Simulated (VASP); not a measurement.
Set up this calculation in VASP 6.6.1, as the native input.

| Item | Value |
| --- | --- |
| Task | relaxation of cell and atoms |
| Functional | PBE |
| Potentials or basis | VASP PAW PBE potentials, release 64 (Ni, O) |
| Cutoff | 600 eV |
| k mesh | 11 × 11 × 11 |
| Occupations | fermi-dirac, width 0.05 eV |
| Spin | collinear spin, ferromagnetic start |
| Starting moments | [1.0, 0.0] μB |
| Dipole correction | no |
| Further INCAR settings | ALGO = Normal; EDIFF = 1e-06; IBRION = 2; EDIFFG = -0.01; NSW = 60; ISIF = 3 |

The structure of NiO lies in POSCAR:

```
NiO
1.0
    0.0000000000      2.0859016414      2.0859016414
    2.0859016414      0.0000000000      2.0859016414
    2.0859016414      2.0859016414      0.0000000000
Ni O
1 1
Direct
    0.0000000000      0.0000000000      0.0000000000
    0.5000000000      0.5000000000      0.5000000000
```

The input as run:

INCAR

```
SYSTEM = NiO
PREC = Accurate
ENCUT = 600
EDIFF = 1E-6
ISMEAR = -1
SIGMA = 0.05
LREAL = .False.
LASPH = .True.
NELM = 150
ALGO = Normal
ISIF = 3
LWAVE = .False.
LCHARG = .False.
ISPIN = 2
MAGMOM = 1 0
LORBIT = 11
LMAXMIX = 4
GGA = PE
IBRION = 2
NSW = 60
EDIFFG = -0.01
```

KPOINTS

```
Automatic mesh
0
Gamma
  11 11 11
  0 0 0
```

Potentials or basis: VASP PAW PBE potentials, release 64 (Ni, O).

Launch:

```console
$ cat potpaw_PBE.64/Ni/POTCAR potpaw_PBE.64/O/POTCAR > POTCAR
$ mpirun -np 1 vasp_std > vasp.out
```

It gave:

```yaml
Relaxed_volume: 9.34 Å³/atom
Relaxed_cell: a = 2.978 Å, b = 2.978 Å, c = 2.978 Å, α = 60.00°, β = 60.00°, γ = 60.00°
Space_group_after_relaxing_to_0.05_Å: Fm-3m (No. 225)
Energy_gained_by_relaxing: 4.0 meV/atom
Ionic_steps: 3
Pressure_after_relaxing: 0.1 GPa
Net_moment: 1.77 μB per cell
Site_moments: Ni +1.46; O +0.27 μB
Valence_electrons_inside_the_program's_atomic_spheres: Ni 8.94; O 4.97
```

Caveat: a cell with one magnetic atom can't hold antiferromagnetic order, which such compounds often take.

Run time: 46 s on 1 thread of Intel(R) Xeon(R) Platinum 8259CL CPU @ 2.50GHz (Skylake/Cascade Lake), with other jobs on the host, peak memory 0.17 GiB.
